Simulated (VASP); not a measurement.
# Mg (P6_3/mmc) in VASP: notebook, part 3 of 3

VASP 6.6.1.

**5. Relaxation of cell and atoms, PBEsol**

Contents of INCAR:

```
PREC = Accurate
ENCUT = 600
EDIFF = 1E-7
ISMEAR = 0
SIGMA = 0.1
LREAL = F
LASPH = T
NELM = 60
ALGO = Normal
ISIF = 3
LWAVE = F
LCHARG = F
GGA = PS
IBRION = 2
NSW = 80
EDIFFG = -0.01
```

Contents of KPOINTS:

```
Automatic mesh
0
Gamma
  12 12 4
```

Contents of POSCAR:

```
Mg
1.0
    3.3446218861      0.0000000000      0.0000000000
   -1.6723109431      2.8965275194      0.0000000000
    0.0000000000      0.0000000000     10.9524839560
Mg
4
Direct
    0.0000000000      0.0000000000      0.0000000000
    0.3333333333      0.6666666667      0.2500000000
    0.0000000000      0.0000000000      0.5000000000
    0.6666666667      0.3333333333      0.7500000000
```

Potentials or basis: VASP PAW PBE potentials, release 64 (Mg).

Command:

```sh
> cat potpaw_PBE.64/Mg/POTCAR > POTCAR
> mpirun -np 1 vasp_std > vasp.out
```

OUTCAR:

```text
PREC = Accurate
   ENCUT = 600
   EDIFF = 1E-7
   ISMEAR = 0
   LREAL = F
   LASPH = T
   NELM = 60
   ISIF = 3
   GGA = PS
   IBRION = 2
   NSW = 80
   EDIFFG = -0.01

 ion  position               nearest neighbor table
   1  0.000  0.000  0.000-   2 3.35   4 3.35   4 3.35   2 3.35   4 3.35   2 3.35
   2  0.333  0.667  0.250-   1 3.35   3 3.35   1 3.35   3 3.35   1 3.35   3 3.35
   3  0.000  0.000  0.500-   2 3.35   4 3.35   4 3.35   2 3.35   4 3.35   2 3.35
   4  0.667  0.333  0.750-   1 3.35   3 3.35   1 3.35   3 3.35   1 3.35   3 3.35

  LATTYP: Found a hexagonal cell.
 ALAT       =     3.3446218861
 C/A-ratio  =     3.2746553509

  Lattice vectors:

 A1 = (   3.3446218861,   0.0000000000,   0.0000000000)
 A2 = (  -1.6723109431,   2.8965275194,   0.0000000000)
 A3 = (   0.0000000000,   0.0000000000,  10.9524839560)

Analysis of symmetry for initial positions (statically):
=====================================================================
 Subroutine PRICEL returns:
 Original cell was already a primitive cell.

 Routine SETGRP: Setting up the symmetry group for a
 hexagonal supercell.

 Subroutine GETGRP returns: Found 24 space group operations
 (whereof 12 operations were pure point group operations)
 out of a pool of 24 trial point group operations.

The static configuration has the point symmetry D_3d.
 The point group associated with its full space group is D_6h.

Analysis of symmetry for dynamics (positions and initial velocities):
=====================================================================
 Subroutine PRICEL returns:
 Original cell was already a primitive cell.

 Routine SETGRP: Setting up the symmetry group for a
 hexagonal supercell.

 Subroutine GETGRP returns: Found 24 space group operations
 (whereof 12 operations were pure point group operations)
 out of a pool of 24 trial point group operations.

The dynamic configuration has the point symmetry D_3d.
 The point group associated with its full space group is D_6h.

 Subroutine INISYM returns: Found 24 space group operations
 (whereof 12 operations are pure point group operations),
 and found     1 'primitive' translations

----------------------------------------------------------------------------------------

                                     Primitive cell

  volume of cell :     106.1054

  direct lattice vectors                    reciprocal lattice vectors
     3.344621886  0.000000000  0.000000000     0.298987459  0.172620490  0.000000000
    -1.672310943  2.896527519  0.000000000     0.000000000  0.345240980  0.000000000
     0.000000000  0.000000000 10.952483956     0.000000000  0.000000000  0.091303489

  length of vectors
     3.344621886  3.344621886 10.952483956     0.345240980  0.345240980  0.091303489

  position of ions in fractional coordinates (direct lattice)
     0.000000000  0.000000000  0.000000000
     0.333333333  0.666666667  0.250000000
     0.000000000  0.000000000  0.500000000
     0.666666667  0.333333333  0.750000000

  ion indices of the primitive-cell ions
   primitive index   ion index
                 1           1
                 2           2
                 3           3
                 4           4

----------------------------------------------------------------------------------------

 KPOINTS: Automatic mesh
[... 58 lines left out ...]
 SYSTEM =  unknown system
   PREC   = accura    normal or accurate (medium, high low for compatibility)
   ISTART =      0    job   : 0-new  1-cont  2-samecut
   ICHARG =      2    charge: 1-file 2-atom 10-const
   ISPIN  =      1    spin polarized calculation?
   LNONCOLLINEAR =      F non collinear calculations
   LSORBIT =      F    spin-orbit coupling
   LASPH  =      T    aspherical Exc in radial PAW
   ENCUT  =  600.0 eV  44.10 Ry    6.64 a.u.   6.68  6.68 21.87*2*pi/ulx,y,z
   NELM   =     60;   NELMIN=  2; NELMDL= -5     # of ELM steps
   EDIFF  = 0.1E-06   stopping-criterion for ELM
   LREAL  =      F    real-space projection
   EDIFFG = -.1E-01   stopping-criterion for IOM
   NSW    =     80    number of steps for IOM
   IBRION =      2    ionic relax: 0-MD 1-quasi-New 2-CG
   NFREE  =      1    steps in history (QN), initial steepest desc. (CG)
   ISIF   =      3    stress and relaxation
   ISYM   =      2    0-nonsym 1-usesym 2-fastsym
   POTIM  = 0.5000    time-step for ionic-motion
   TEBEG  =    0.0;   TEEND  =   0.0 temperature during run
   PSTRESS=    0.0 pullay stress
   NELECT =       8.0000    total number of electrons
   NUPDOWN=      -1.0000    fix difference up-down
   EMIN   =  10.00;   EMAX   =-10.00  energy-range for DOS
   EFERMI =   0.00;   METHOD = LEGACY
   ISMEAR =     0;   SIGMA  =   0.10  broadening in eV -4-tet -1-fermi 0-gaus
   EFERMI_NEDOS =   21; number of points for ismear=-14 and -15
   IALGO  =     38    algorithm
   IMIX   =      4    mixing-type and parameters
     AMIX     =   0.40;   BMIX     =  1.00
     AMIX_MAG =   1.60;   BMIX_MAG =  1.00
  volume/ion in A,a.u.               =      26.53       179.01
  Fermi-wavevector in a.u.,A,eV,Ry     =   0.691606  1.306947  6.507932  0.478320
  Thomas-Fermi vector in A             =   1.773305
   LORBIT       =      0    0 simple, 1 ext, 2 COOP (PROOUT), +10 PAW based schemes
   GGA     = PS    functional components
   LHFCALC =     F    Hartree Fock is set to
   AEXX    =    0.0000 exact exchange contribution
   IVDW    =     0    specifies the selected vdW correction
   LEPSILON=     F    determine dielectric tensor
   LRPA    =     F    only Hartree local field effects (RPA)
 conjugate gradient relaxation of ions
 non-spin polarized calculation
 Gauss-broadening in eV      SIGMA  =   0.10
  energy-cutoff  :      600.00
  volume of cell :      106.11
 maximum number of plane-waves:      3578
 NGX is ok and might be reduce to    28
   NGX = 13   NGY = 13   NGZ = 43

--------------------------------------- Ionic step        1  -------------------------------------------

 number of electron       8.0000000 magnetization

 Free energy of the ion-electron system (eV)
  ---------------------------------------------------
  ext. energy  EPLUGINS =         0.00000000
  ---------------------------------------------------
  free energy    TOTEN  =        -6.61256512 eV

  energy without entropy =       -6.59933055  energy(sigma->0) =       -6.60594784

------------------------ aborting loop because EDIFF is reached ----------------------------------------

  FORCE on cell =-STRESS in cart. coord.  units (eV):
  Direction    XX          YY          ZZ          XY          YZ          ZX
  --------------------------------------------------------------------------------------
  -------------------------------------------------------------------------------------
  Total       -2.7590536     -2.7590536     -3.2135855      0.0000000      0.0000000      0.0000000
  in kB      -41.6613567    -41.6613567    -48.5247303      0.0000000      0.0000000      0.0000000
  external PRESSURE =     -43.9491479 kB  Pullay stress =       0.0000000 kB
[... 177 lines left out ...]
--------------------------------------- Ionic step        6  -------------------------------------------

 number of electron       8.0000000 magnetization

 Free energy of the ion-electron system (eV)
  ---------------------------------------------------
  ext. energy  EPLUGINS =         0.00000000
  ---------------------------------------------------
  free energy    TOTEN  =        -6.86876462 eV

  energy without entropy =       -6.85916965  energy(sigma->0) =       -6.86396714

 E-fermi :   2.6257     XC(G=0):  -8.5960

 val. band max:        2.5848852308   @ k =   0.3333   0.0833   0.2500
 cond. band min:       2.6603408917   @ k =   0.3333   0.3333   0.2500
 fundamental gap:      0.0754556609
 Fermi energy:         2.6256691885

 k-point     1 :       0.0000    0.0000    0.0000
  band No.  band energies     occupation
      1      -4.3200      2.00000
      2      -2.8860      2.00000
      3      -2.8860      2.00000
      4       1.0454      2.00000
      5       1.5808      2.00000
      6       7.9762      0.00000
      7       7.9877      0.00000
      8      13.6170      0.00000
[... 243 lines left out ...]
 k-point    24 :       0.3333    0.0000    0.2500
  band No.  band energies     occupation
      1      -2.0590      2.00000
      2      -1.3570      2.00000
      3       0.0277      2.00000
      4       2.0346      2.00000
      5       4.0623      0.00000
      6       4.7252      0.00000
      7       5.2703      0.00000
      8       6.2583      0.00000

 [... further k-points ...]

------------------------ aborting loop because EDIFF is reached ----------------------------------------

  FORCE on cell =-STRESS in cart. coord.  units (eV):
  Direction    XX          YY          ZZ          XY          YZ          ZX
  --------------------------------------------------------------------------------------
  -------------------------------------------------------------------------------------
  Total        0.0252407      0.0252407      0.0215396     -0.0000000     -0.0000000      0.0000000
  in kB        0.4491599      0.4491599      0.3832983     -0.0000000     -0.0000000      0.0000000
  external PRESSURE =       0.4272060 kB  Pullay stress =       0.0000000 kB
[... 19 lines left out ...]
  FREE ENERGIE OF THE ION-ELECTRON SYSTEM (eV)
  ---------------------------------------------------
  free  energy   TOTEN  =        -6.8687646241 eV

  energy  without entropy=       -6.8591696534  energy(sigma->0) =       -6.86396714

 reached required accuracy - stopping structural energy minimisation
```

It took 1.7 min on 1 thread of Intel Xeon 6975P-C (Granite Rapids), shared host; peak memory 0.29 GiB.

Results:

```
Free energy                           : -6.8688 eV
Relaxed volume                        : 22.51 Å³/atom
Relaxed cell                          : a = 3.189 Å, b = 3.189 Å, c = 10.220 Å, α = 90.00°, β = 90.00°, γ = 120.00°
Space group after relaxing (to 0.1 Å) : P6_3/mmc (No. 194)
Energy gained by relaxing             : 64.0 meV/atom
Ionic steps                           : 6
Pressure after relaxing               : 0.0 GPa
Band gap on the k mesh                : zero (bands 4 and 5 overlap by 2.14 eV)
```

Step by step:
| step | energy change (eV) | largest force (eV/Å) | pressure (GPa) | volume (Å³) |
| --- | --- | --- | --- | --- |
| 1 | 0.0000 | 0.0000 | -4.39 | 106.11 |
| 2 | -0.2216 | 0.0000 | -1.88 | 95.32 |
| 3 | -0.2542 | 0.0000 | -0.19 | 90.58 |
| 4 | -0.2545 | 0.0000 | 0.04 | 90.01 |
| 5 | -0.2555 | 0.0000 | 0.04 | 90.02 |
| 6 | -0.2562 | 0.0000 | 0.04 | 90.03 |

Final structure:
```
Mg
1.0
     3.18937    0.00000    0.00000
    -1.59469    2.76208    0.00000
     0.00000    0.00000   10.22044
Mg
4
Direct
  0.00000 0.00000 0.00000
  0.33333 0.66667 0.25000
  0.00000 0.00000 0.50000
  0.66667 0.33333 0.75000
```

Levels at points of the mesh, in eV from the Fermi level:
| k point | band 1 | band 2 | band 3 | band 4 | band 5 | band 6 | band 7 | band 8 |
| --- | --- | --- | --- | --- | --- | --- | --- | --- |
| (0.00, 0.00, 0.00) | -6.95 | -5.51 | -5.51 | -1.58 | -1.04 | 5.35 | 5.36 | 10.99 |
| (0.50, 0.00, 0.00) | -2.14 | -2.13 | -1.04 | -1.02 | -0.46 | -0.43 | 2.87 | 3.04 |
| (0.00, 0.00, 0.50) | -6.59 | -6.59 | -3.75 | -3.75 | 1.75 | 1.75 | 9.42 | 9.42 |
| (0.50, 0.00, 0.50) | -1.85 | -1.85 | -1.74 | -1.74 | 0.76 | 0.76 | 1.22 | 1.22 |

Caveat: the volume moved by over 15 % at a fixed basis, so the end points are rough; the PAW data sets were made with another functional, which shifts forces and pressure a little.

**6. Relaxation of cell and atoms, PBEsol**

This run uses another cell than the first one, of 22.56 Å³/atom.

Contents of INCAR:

```
PREC = Accurate
ENCUT = 600
EDIFF = 1E-6
ISMEAR = 0
SIGMA = 0.1
LREAL = False
LASPH = True
NELM = 60
ALGO = Fast
ISIF = 3
LWAVE = False
LCHARG = False
GGA = PS
IBRION = 2
NSW = 80
EDIFFG = -0.01
```

Contents of KPOINTS:

```
regular mesh
0
Gamma
  18 18 4
```

Contents of POSCAR:

```
Mg
1.0
    3.1925169082      0.0000000000      0.0000000000
   -1.5962584541      2.7648007445      0.0000000000
    0.0000000000      0.0000000000     10.2257633768
Mg
4
Direct
    0.0000000000      0.0000000000      0.0000000000
    0.3333333333      0.6666666667      0.2500000000
    0.0000000000      0.0000000000      0.5000000000
    0.6666666667      0.3333333333      0.7500000000
```

Potentials or basis: VASP PAW PBE potentials, release 64 (Mg).

Command:

```sh
> cat potpaw_PBE.64/Mg/POTCAR > POTCAR
> mpirun -np 1 vasp_std > vasp.out
```

OUTCAR:

```text
PREC = Accurate
   ENCUT = 600
   EDIFF = 1E-6
   ISMEAR = 0
   LREAL = False
   LASPH = True
   NELM = 60
   ISIF = 3
   GGA = PS
   IBRION = 2
   NSW = 80
   EDIFFG = -0.01

 ion  position               nearest neighbor table
   1  0.000  0.000  0.000-   2 3.15   4 3.15   2 3.15   4 3.15   4 3.15   2 3.15
   2  0.333  0.667  0.250-   1 3.15   3 3.15   1 3.15   3 3.15   1 3.15   3 3.15
   3  0.000  0.000  0.500-   2 3.15   4 3.15   2 3.15   4 3.15   4 3.15   2 3.15
   4  0.667  0.333  0.750-   1 3.15   3 3.15   1 3.15   3 3.15   1 3.15   3 3.15

  LATTYP: Found a hexagonal cell.
[... 518 lines left out ...]
  -------------------------------------------------------------------------------------
  Total       -0.0261803     -0.0261803      0.0395233      0.0000000      0.0000000      0.0000000
  in kB       -0.4650128     -0.4650128      0.7020120      0.0000000      0.0000000      0.0000000
  external PRESSURE =      -0.0760046 kB  Pullay stress =       0.0000000 kB

 VOLUME and BASIS-vectors are now :
 -----------------------------------------------------------------------------
  energy-cutoff  :      600.00
  volume of cell :       90.20
      direct lattice vectors                 reciprocal lattice vectors
     3.190582131  0.000000000  0.000000000     0.313422429  0.180954524 -0.000000000
    -1.595291065  2.763125178 -0.000000000     0.000000000  0.361909047 -0.000000000
     0.000000000  0.000000000 10.231734974     0.000000000  0.000000000  0.097735135

 POSITION                                       TOTAL-FORCE (eV/Angst)
 -----------------------------------------------------------------------------------
      3.19058      0.00000      0.00000        -0.000000      0.000000     -0.000000
     -0.00000      1.84208      2.55793        -0.000000      0.000000     -0.000000
      3.19058      0.00000      5.11587         0.000000     -0.000000     -0.000000
      1.59529      0.92104      7.67380         0.000000     -0.000000      0.000000
 -----------------------------------------------------------------------------------
    total drift:                                0.000000      0.000000     -0.000000

  FREE ENERGIE OF THE ION-ELECTRON SYSTEM (eV)
  ---------------------------------------------------
  free  energy   TOTEN  =        -6.8754887362 eV

  energy  without entropy=       -6.8654447786  energy(sigma->0) =       -6.87046676

 reached required accuracy - stopping structural energy minimisation
```

OSZICAR:

```text
N       E                     dE             d eps       ncg     rms          rms(c)
DAV:   1     0.398220633852E+01    0.39822E+01   -0.28652E+03  1776   0.800E+02
DAV:   2    -0.674115996740E+01   -0.10723E+02   -0.10436E+02  2440   0.546E+01
DAV:   3    -0.691541069451E+01   -0.17425E+00   -0.16583E+00  2712   0.752E+00
DAV:   4    -0.691603133449E+01   -0.62064E-03   -0.62059E-03  2488   0.421E-01
DAV:   5    -0.691603236499E+01   -0.10305E-05   -0.10308E-05  2640   0.149E-02    0.134E+00
RMM:   6    -0.689455226411E+01    0.21480E-01   -0.12310E-03  1776   0.363E-01    0.855E-01
RMM:   7    -0.687540512962E+01    0.19147E-01   -0.52986E-03  1776   0.720E-01    0.408E-02
RMM:   8    -0.687541655696E+01   -0.11427E-04   -0.24815E-04  1776   0.169E-01    0.851E-03
RMM:   9    -0.687541702280E+01   -0.46584E-06   -0.22448E-05  1772   0.451E-02    0.175E-03
RMM:  10    -0.687541726760E+01   -0.24479E-06   -0.45296E-06  1600   0.166E-02
   1 F= -.68754173E+01 E0= -.68704317E+01  d E =-.687542E+01
       N       E                     dE             d eps       ncg     rms          rms(c)
DAV:   1    -0.687548926471E+01   -0.72242E-04   -0.20840E-04  2720   0.859E-02    0.620E-03
RMM:   2    -0.687548873621E+01    0.52850E-06   -0.83062E-07  1141   0.731E-03
   2 F= -.68754887E+01 E0= -.68704668E+01  d E =-.714686E-04
```

CONTCAR:

```text
Mg
   1.00000000000000
     3.1905821305037771    0.0000000000000000    0.0000000000000000
    -1.5952910652518886    2.7631251778644184   -0.0000000000000000
     0.0000000000000000    0.0000000000000000   10.2317349737314292
  Mg
     4
Direct
     1.0000000000000000    0.0000000000000000    0.0000000000000000
     0.3333333332999970    0.6666666667000030    0.2500000000000000
     1.0000000000000000    0.0000000000000000    0.5000000000000000
     0.6666666667000030    0.3333333332999970    0.7500000000000000

  0.00000000E+00  0.00000000E+00  0.00000000E+00
  0.00000000E+00  0.00000000E+00  0.00000000E+00
  0.00000000E+00  0.00000000E+00  0.00000000E+00
  0.00000000E+00  0.00000000E+00  0.00000000E+00
```

Wall time 60 s (1 thread of Intel Xeon 6975P-C (Granite Rapids), shared host); peak memory 0.3 GiB.

Results:

- Free energy: -6.8755 eV
- Relaxed volume: 22.55 Å³/atom
- Relaxed cell: a = 3.191 Å, b = 3.191 Å, c = 10.232 Å, α = 90.00°, β = 90.00°, γ = 120.00°
- Space group after relaxing (to 0.1 Å): P6_3/mmc (No. 194)
- Energy gained by relaxing: 0.0 meV/atom
- Ionic steps: 2
- Pressure after relaxing: 0.0 GPa
- Band gap on the k mesh: zero (bands 4 and 5 overlap by 2.13 eV)

Stress tensor (GPa, compression positive):
```
-0.05  0.00  0.00
 0.00 -0.05  0.00
 0.00  0.00  0.07
```

Final structure:
```
Mg
1.0
     3.19058    0.00000    0.00000
    -1.59529    2.76313    0.00000
     0.00000    0.00000   10.23173
Mg
4
Direct
  0.00000 0.00000 0.00000
  0.33333 0.66667 0.25000
  0.00000 0.00000 0.50000
  0.66667 0.33333 0.75000
```

Caveat: the PAW data sets were made with another functional, which shifts forces and pressure a little.

**7. Overview**

| task | cell | k mesh | cutoff (eV) | gap on the mesh (eV) | pressure (GPa) | relaxed volume (Å³/atom) |
| --- | --- | --- | --- | --- | --- | --- |
| single point | a = 3.345, b = 3.345, c = 10.952 Å, angles 90.0, 90.0, 120.0°, 4 atoms | 6 × 6 × 2 | 520 | none | -4.5 | - |
| single point | a = 3.193, b = 3.193, c = 10.226 Å, angles 90.0, 90.0, 120.0°, 4 atoms | 12 × 12 × 4 | 520 | none | 0.0 | - |
| single point | a = 3.191, b = 3.191, c = 10.241 Å, angles 90.0, 90.0, 120.0°, 4 atoms | 18 × 18 × 4 | 520 | none | 0.0 | - |
| relaxation of cell and atoms | relaxed from a = 3.345, b = 3.345, c = 10.952 Å, angles 90.0, 90.0, 120.0°, 4 atoms | 12 × 12 × 4 | 600 | none | 0.0 | 22.51 |
| relaxation of cell and atoms | relaxed from a = 3.193, b = 3.193, c = 10.226 Å, angles 90.0, 90.0, 120.0°, 4 atoms | 18 × 18 × 4 | 600 | none | 0.0 | 22.55 |

Alike in all rows: level PBEsol; potentials or basis VASP PAW PBE potentials, release 64 (Mg); no spin polarisation; smearing gaussian 0.1 eV.

Caveats: some runs use coarse meshes; the PAW data sets were made with another functional, which shifts forces and pressure a little; the volume moved by over 15 % at a fixed basis, so the end points are rough (at least some runs).

Total energies depend on the potentials used, so only differences within one code and one set of settings carry meaning.
